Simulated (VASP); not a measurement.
Al7GaP8:

```
Al Ga P
1.0
     7.71657    0.00000    0.00000
     0.00000    6.68274    0.00000
     0.00000    0.00000    6.33533
Al Ga P
7 1 8
Cartesian
  7.5831 2.2787 0.0414
  3.8781 2.2031 6.2350
  1.9878 5.4977 6.2331
  5.7820 5.6652 6.1309
  2.1635 1.0030 3.2621
  5.7660 0.9655 3.0270
  3.9212 4.4294 3.1025
  0.0289 4.4897 3.0684
  7.6236 2.2025 2.4880
  4.0074 2.3244 2.4739
  1.7685 5.8364 2.4352
  5.7249 5.6526 2.3318
  1.9895 1.2267 5.4266
  7.6361 4.5765 5.3589
  5.9035 1.2884 5.5410
  3.7992 4.6123 5.6693
```

Base run:

```yaml
Program: VASP 6.6.1
Functional: PBEsol
Potentials_or_basis: VASP PAW PBE potentials, release 64 (Al, Ga_d, P)
Cutoff: 520 eV
k_mesh: 2 × 2 × 2, shifted
Occupations: fermi-dirac, width 0.05 eV
Spin: no spin polarisation
```

Its results: band gap on the k mesh 2.16 eV, direct; pressure 3.2 GPa; largest force 5.501 eV/Å.

Problem. The run is repeated on the same cell with these changes: further incar settings from LREAL = Auto; ALGO = Normal; EDIFF = 1e-06; NBANDS = 51 to LREAL = Auto; ALGO = Normal; EDIFF = 1e-07; NBANDS = 51; dispersion from none to D4. What comes out?

Solution. Band gap on the k mesh 2.16 eV, direct; pressure 1.8 GPa; largest force 5.502 eV/Å.

Caveats: the PAW data sets were made with another functional, which shifts forces and pressure a little.

A k mesh can miss the band edges.
